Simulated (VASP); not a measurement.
# Na (Im-3m) in VASP: further runs, part 2 of 2

VASP 6.6.1. Earlier steps stand in the parts before.

## 3. Electric field gradients, r2SCAN+D4

POSCAR reads:

```
Na
1.0
   -2.0888816270      2.0888816270      2.0888816270
    2.0888816270     -2.0888816270      2.0888816270
    2.0888816270      2.0888816270     -2.0888816270
Na
1
Direct
    0.0000000000      0.0000000000      0.0000000000
```

INCAR.step1 reads:

```
SYSTEM = Na
ALGO = Normal
EDIFF = 1E-4
ENCUT = 520
GGA = PE
ISMEAR = -1
LASPH = .TRUE.
LCHARG = .FALSE.
LREAL = .FALSE.
LWAVE = .TRUE.
NBANDS = 10
NELM = 60
PREC = Accurate
SIGMA = 0.03
```

INCAR.step2 reads:

```
SYSTEM = Na
ALGO = Normal
EDIFF = 1E-8
ENCUT = 520
ISIF = 2
ISMEAR = -1
ISTART = 1
IVDW = 13
LASPH = .TRUE.
LCHARG = .FALSE.
LEFG = .TRUE.
LMIXTAU = .TRUE.
LREAL = .FALSE.
LWAVE = .FALSE.
METAGGA = R2SCAN
NBANDS = 10
NELM = 60
PREC = Accurate
SIGMA = 0.03
VDW_A1 = 0.51559235
VDW_A2 = 5.77342911
VDW_S6 = 1.0
VDW_S8 = 0.6018749
```

KPOINTS reads:

```
k-points
0
G
  11 11 11
  0 0 0
```

Potentials or basis: VASP PAW PBE potentials, release 64 (Na_pv).

Launch:

```bash
cat potpaw_PBE.64/Na_pv/POTCAR > POTCAR
cp INCAR.step1 INCAR
mpirun -np 1 vasp_std > vasp.out
cp INCAR.step2 INCAR
mpirun -np 1 vasp_std > vasp.out
```

OUTCAR:

```text
SYSTEM = Na
   EDIFF = 1E-8
   ENCUT = 520
   ISIF = 2
   ISMEAR = -1
   ISTART = 1
   IVDW = 13
   LASPH = .TRUE.
   LREAL = .FALSE.
   METAGGA = R2SCAN
   NELM = 60
   PREC = Accurate

 ion  position               nearest neighbor table
   1  0.000  0.000  0.000-

  LATTYP: Found a body centered cubic cell.
 ALAT       =     4.1777632540

  Lattice vectors:

[... 522 lines left out ...]
 -----------------------------------------------------------------------------------
    total drift:                               -0.000000     -0.000000     -0.000000

  FREE ENERGIE OF THE ION-ELECTRON SYSTEM (eV)
  ---------------------------------------------------
  free  energy   TOTEN  =        -3.5607435546 eV

  energy  without entropy=       -3.5595796193  energy(sigma->0) =       -3.56016159

 Electric field gradients (V/A^2)
---------------------------------------------------------------------
 ion       V_xx      V_yy      V_zz      V_xy      V_xz      V_yz
---------------------------------------------------------------------
   1      -0.000     0.000    -0.000    -0.005    -0.005    -0.005
---------------------------------------------------------------------

 Electric field gradients after diagonalization (V/A^2)
 (convention: |V_zz| > |V_xx| > |V_yy|)
----------------------------------------------------------------------
 ion       V_xx      V_yy      V_zz     asymmetry (V_yy - V_xx)/ V_zz
----------------------------------------------------------------------
   1       0.005     0.005    -0.010       0.000
----------------------------------------------------------------------

           NMR quadrupolar parameters

 Cq : quadrupolar parameter    Cq=e*Q*V_zz/h
 eta: asymmetry parameters     (V_yy - V_xx)/ V_zz
 Q  : nuclear electric quadrupole moment in mb (millibarn)
----------------------------------------------------------------------
 ion       Cq(MHz)       eta       Q (mb)
----------------------------------------------------------------------
   1      -0.000       0.000       1.000
----------------------------------------------------------------------
```

OSZICAR.step1:

```text
N       E                     dE             d eps       ncg     rms          rms(c)
DAV:   1     0.262871873806E+02    0.26287E+02   -0.37423E+03  1124   0.568E+02
DAV:   2    -0.725390371234E+00   -0.27013E+02   -0.26898E+02  1156   0.146E+02
DAV:   3    -0.131054032291E+01   -0.58515E+00   -0.58485E+00  1416   0.228E+01
DAV:   4    -0.131495316201E+01   -0.44128E-02   -0.44125E-02  1330   0.191E+00
DAV:   5    -0.131501611299E+01   -0.62951E-04   -0.62950E-04  1284   0.227E-01    0.206E-01
DAV:   6    -0.131458726953E+01    0.42884E-03   -0.48827E-04  1354   0.263E-01    0.138E-01
DAV:   7    -0.131429097820E+01    0.29629E-03   -0.98835E-04  1262   0.314E-01    0.161E-02
DAV:   8    -0.131428399992E+01    0.69783E-05   -0.42770E-05   720   0.111E-01
   1 F= -.13142840E+01 E0= -.13136900E+01  d E =-.118792E-02
```

Run time: 70 s. Hardware: 1 thread of Intel Xeon 6975P-C, shared host; peak memory 0.16 GiB.

Results:

- Free energy: -3.5607 eV
- Pressure: 0.3 GPa
- Dispersion energy per atom: -0.005 eV

Caveat: without QUAD_EFG the Cq values of the log hold for a quadrupole moment of 1 mb, not for the nuclei; the PAW data sets were made with another functional, which shifts forces and pressure a little; pairwise dispersion overbinds metals, which lowers pressure and volume.

## 4. Electric field gradients, r2SCAN

This run uses another cell than the first one, of 37.98 Å³/atom, 1.042 times its volume.

POSCAR reads:

```
Na
1.0
   -2.1175000000      2.1175000000      2.1175000000
    2.1175000000     -2.1175000000      2.1175000000
    2.1175000000      2.1175000000     -2.1175000000
Na
1
Direct
    0.0000000000      0.0000000000      0.0000000000
```

INCAR.step1 reads:

```
SYSTEM = Na
PREC = Accurate
ENCUT = 520
ISMEAR = -1
SIGMA = 0.03
LREAL = .False.
LASPH = .True.
NELM = 100
NBANDS = 10
GGA = PE
ALGO = Normal
EDIFF = 1E-4
LWAVE = .True.
LCHARG = .False.
```

INCAR.step2 reads:

```
SYSTEM = Na
PREC = Accurate
ENCUT = 520
EDIFF = 1E-8
ISMEAR = -1
SIGMA = 0.03
LREAL = .False.
LASPH = .True.
NELM = 100
ALGO = Normal
ISIF = 2
LWAVE = .False.
LCHARG = .False.
METAGGA = R2SCAN
LMIXTAU = .True.
LEFG = .True.
NBANDS = 10
ISTART = 1
```

KPOINTS reads:

```
regular mesh
0
Gamma
  11 11 11
  0 0 0
```

Potentials or basis: VASP PAW PBE potentials, release 64 (Na_pv).

Launch:

```bash
cat potpaw_PBE.64/Na_pv/POTCAR > POTCAR
cp INCAR.step1 INCAR
mpirun -np 1 vasp_std > vasp.out
cp INCAR.step2 INCAR
mpirun -np 1 vasp_std > vasp.out
```

OUTCAR:

```text
SYSTEM = Na
   PREC = Accurate
   ENCUT = 520
   EDIFF = 1E-8
   ISMEAR = -1
   LREAL = .False.
   LASPH = .True.
   NELM = 100
   ISIF = 2
   METAGGA = R2SCAN
   ISTART = 1

 ion  position               nearest neighbor table
   1  0.000  0.000  0.000-

  LATTYP: Found a body centered cubic cell.
 ALAT       =     4.2350000000

  Lattice vectors:

 A1 = (  -2.1175000000,   2.1175000000,   2.1175000000)
 A2 = (   2.1175000000,  -2.1175000000,   2.1175000000)
 A3 = (   2.1175000000,   2.1175000000,  -2.1175000000)

Analysis of symmetry for initial positions (statically):
=====================================================================
 Subroutine PRICEL returns:
 Original cell was already a primitive cell.

 Routine SETGRP: Setting up the symmetry group for a
 body centered cubic supercell.

 Subroutine GETGRP returns: Found 48 space group operations
 (whereof 48 operations were pure point group operations)
 out of a pool of 48 trial point group operations.

The static configuration has the point symmetry O_h .

Analysis of symmetry for dynamics (positions and initial velocities):
=====================================================================
 Subroutine PRICEL returns:
 Original cell was already a primitive cell.

 Routine SETGRP: Setting up the symmetry group for a
 body centered cubic supercell.

 Subroutine GETGRP returns: Found 48 space group operations
 (whereof 48 operations were pure point group operations)
 out of a pool of 48 trial point group operations.

The dynamic configuration has the point symmetry O_h .

 Subroutine INISYM returns: Found 48 space group operations
 (whereof 48 operations are pure point group operations),
 and found     1 'primitive' translations

[... 149 lines left out ...]
      2     -25.7518      2.00000
      3     -25.7516      2.00000
      4      -3.1578      2.00000
      5      12.5393      0.00000
      6      12.5398      0.00000
      7      12.5398      0.00000
      8      13.7362      0.00000
      9      13.7362      0.00000
     10      14.3420      0.00000
[... 287 lines left out ...]
 k-point    24 :       0.3636    0.1818    0.0909
  band No.  band energies     occupation
      1     -25.7787      2.00000
      2     -25.7666      2.00000
      3     -25.7569      2.00000
      4       1.6517      0.00000
      5       2.3126      0.00000
      6       5.1522      0.00000
      7       7.2902      0.00000
      8      14.3830      0.00000
      9      15.8424      0.00000
     10      16.9437      0.00000

 [... further k-points ...]
[... 5 lines left out ...]
  --------------------------------------------------------------------------------------
  -------------------------------------------------------------------------------------
  Total        0.0050976      0.0050976      0.0050976      0.0000000      0.0000000     -0.0000000
  in kB        0.2150552      0.2150552      0.2150552      0.0000000      0.0000000     -0.0000000
  external PRESSURE =       0.2150552 kB  Pullay stress =       0.0000000 kB

 VOLUME and BASIS-vectors are now :
 -----------------------------------------------------------------------------
  energy-cutoff  :      520.00
  volume of cell :       37.98
      direct lattice vectors                 reciprocal lattice vectors
    -2.117500000  2.117500000  2.117500000     0.000000000  0.236127509  0.236127509
     2.117500000 -2.117500000  2.117500000     0.236127509  0.000000000  0.236127509
     2.117500000  2.117500000 -2.117500000     0.236127509  0.236127509  0.000000000

 POSITION                                       TOTAL-FORCE (eV/Angst)
 -----------------------------------------------------------------------------------
      0.00000      0.00000      0.00000        -0.000000     -0.000000      0.000000
 -----------------------------------------------------------------------------------
    total drift:                               -0.000000     -0.000000     -0.000000

  FREE ENERGIE OF THE ION-ELECTRON SYSTEM (eV)
  ---------------------------------------------------
  free  energy   TOTEN  =        -3.5574413386 eV

  energy  without entropy=       -3.5562683565  energy(sigma->0) =       -3.55685485

 Electric field gradients (V/A^2)
---------------------------------------------------------------------
 ion       V_xx      V_yy      V_zz      V_xy      V_xz      V_yz
---------------------------------------------------------------------
   1       0.000    -0.000    -0.000    -0.004    -0.004    -0.004
---------------------------------------------------------------------

 Electric field gradients after diagonalization (V/A^2)
 (convention: |V_zz| > |V_xx| > |V_yy|)
----------------------------------------------------------------------
 ion       V_xx      V_yy      V_zz     asymmetry (V_yy - V_xx)/ V_zz
----------------------------------------------------------------------
   1       0.004     0.004    -0.008       0.000
----------------------------------------------------------------------

           NMR quadrupolar parameters

 Cq : quadrupolar parameter    Cq=e*Q*V_zz/h
 eta: asymmetry parameters     (V_yy - V_xx)/ V_zz
 Q  : nuclear electric quadrupole moment in mb (millibarn)
----------------------------------------------------------------------
 ion       Cq(MHz)       eta       Q (mb)
----------------------------------------------------------------------
   1      -0.000       0.000       1.000
----------------------------------------------------------------------
```

Run time: 68 s. Hardware: 1 thread of Intel Xeon 6975P-C, shared host; peak memory 0.16 GiB.

What came out:

- Free energy: -3.5574 eV
- Pressure: 0.0 GPa

Caveat: without QUAD_EFG the Cq values of the log hold for a quadrupole moment of 1 mb, not for the nuclei; the PAW data sets were made with another functional, which shifts forces and pressure a little.

## 5. The runs side by side

| level | cell | gap on the mesh (eV) | pressure (GPa) |
| --- | --- | --- | --- |
| r2SCAN | a = 3.618 Å, angles 109.5°, 1 atom | none | 0.3 |
| r2SCAN+D4 | a = 3.618 Å, angles 109.5°, 1 atom | none | 0.3 |
| r2SCAN | a = 3.668 Å, angles 109.5°, 1 atom | none | 0.0 |

Alike in all rows: task electric field gradients; potentials or basis VASP PAW PBE potentials, release 64 (Na_pv); no spin polarisation; k mesh 11 × 11 × 11; cutoff (eV) 520; smearing fermi-dirac 0.03 eV.

Caveats: the PAW data sets were made with another functional, which shifts forces and pressure a little; pairwise dispersion overbinds metals, which lowers pressure and volume (some runs).

Total energies depend on the potentials used, so only differences within one code and one set of settings carry meaning.
